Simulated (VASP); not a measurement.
Wanted: the native input for a VASP 6.6.1 run.

```yaml
Task: single point
Functional: PBE
Potentials_or_basis: VASP PAW PBE potentials, release 64 (Sn_d, O, F)
Cutoff: 520 eV
k_mesh: 2 × 2 × 2, shifted
Occupations: fermi-dirac, width 0.01 eV
Spin: collinear spin
Starting_moments: "[0.0, 0.0, 0.0, 0.0, 0.0, 0.0, 0.0, 0.0, 0.0, 0.38, 0.02, 0.0, 0.3, 0.0, 0.03, 0.0, 0.01, 0.0, 0.0, 0.02, 0.0, 0.04, 0.0, 0.0, 0.26] μB"
Fixed_moment: 1 μB
Dipole_correction: no
Further_INCAR_settings: LREAL = Auto; ALGO = Normal; EDIFF = 1e-07; NBANDS = 130
```

The structure of Sn8O16F (a cell with a defect) lies in POSCAR:

```
Sn8O16F
1.0
    4.8274600300      4.8274600300      0.0000000000
   -4.8274600300      4.8274600300      0.0000000000
    0.0000000000      0.0000000000      6.4759066800
Sn O F
8 16 1
Direct
   -0.0032844300      0.5032240200      0.2428571600
    0.4927294800     -0.0013886300      0.2430660700
   -0.0128225900     -0.0032348200     -0.0055144600
    0.5005996800      0.5003465600      0.0005152700
    0.0042512700      0.5055799900      0.7440886200
    0.4890972500     -0.0007326400      0.7410044200
   -0.0113866300      0.0066997200      0.4945369100
    0.5041862100      0.5058578300      0.5036417900
   -0.0129686300      0.8105685100      0.2485160600
    0.5714301600      0.3168419400      0.2660426500
   -0.0316245400      0.1954707700      0.2434192500
    0.4985868800      0.6933508800      0.2500891300
    0.2912264400     -0.0654286700     -0.0217258700
    0.8073803700      0.5099616200     -0.0094868800
    0.1915580500      0.5358473400     -0.0067015800
    0.6793514100      0.0020803600     -0.0075426900
   -0.0163686500      0.8113152000      0.7381873400
    0.4951976000      0.3065059400      0.7504320500
    0.0001179600      0.1970011300      0.7498390800
    0.5035598900      0.6925580000      0.7473453900
    0.2974196300      0.0055427700      0.4898708500
    0.8120704200      0.5075612700      0.4992710000
    0.1967792900      0.4944591700      0.4897863000
    0.6825282700     -0.0064859200      0.4965776700
    0.3114354300      0.2238898100      0.1174364000
```

The input as run:

INCAR

```
SYSTEM = Sn8O16F
ALGO = Normal
EDIFF = 1E-7
ENCUT = 520
GGA = PE
ISIF = 2
ISMEAR = -1
ISPIN = 2
LASPH = .TRUE.
LCHARG = .FALSE.
LORBIT = 11
LREAL = Auto
LUSENCCL = .FALSE.
LWAVE = .FALSE.
MAGMOM = 0 0 0 0 0 0 0 0 0 0.38 0.02 0 0.3 0 0.03 0 0.01 0 0 0.02 0 0.04 0 0 0.26
NBANDS = 130
NELM = 150
NUPDOWN = 1.0
PREC = Accurate
SIGMA = 0.01
```

KPOINTS

```
Automatic mesh
0
Gamma
  2 2 2
  0.5 0.5 0.5
```

Potentials or basis: VASP PAW PBE potentials, release 64 (Sn_d, O, F).

Command:

```bash
$ cat potpaw_PBE.64/Sn_d/POTCAR potpaw_PBE.64/O/POTCAR potpaw_PBE.64/F/POTCAR > POTCAR
$ mpirun -np 1 vasp_std > vasp.out
```

Results of the run:

```json
{
  "Pressure": "3.5 GPa",
  "Largest force": "0.064 eV/Å",
  "Net moment": "1.00 μB per cell",
  "Site moments": "Sn -0.00, -0.01, +0.00 (each value once); O -0.00, +0.32, +0.02, +0.00, +0.25, +0.01, +0.04 (each value once); F +0.22 μB",
  "Valence electrons inside the program's atomic spheres": "Sn 12.21, 12.18, 12.17, 12.26, 12.25, 12.29 (each value once); O 5.05, 4.96, 5.03, 4.98, 5.04, 5.06 (each value once); F 6.07"
}
```

Caveat: the k points lie up to 0.49 Å⁻¹ apart; the total moment is fixed, so each spin has its own Fermi level and the state may be an excited one.

It took 2.1 min on 1 × NVIDIA H100 80GB with 1 thread of AMD EPYC 7R13 Processor (Zen 3), with other jobs on the host, peak memory 1.6 GiB.
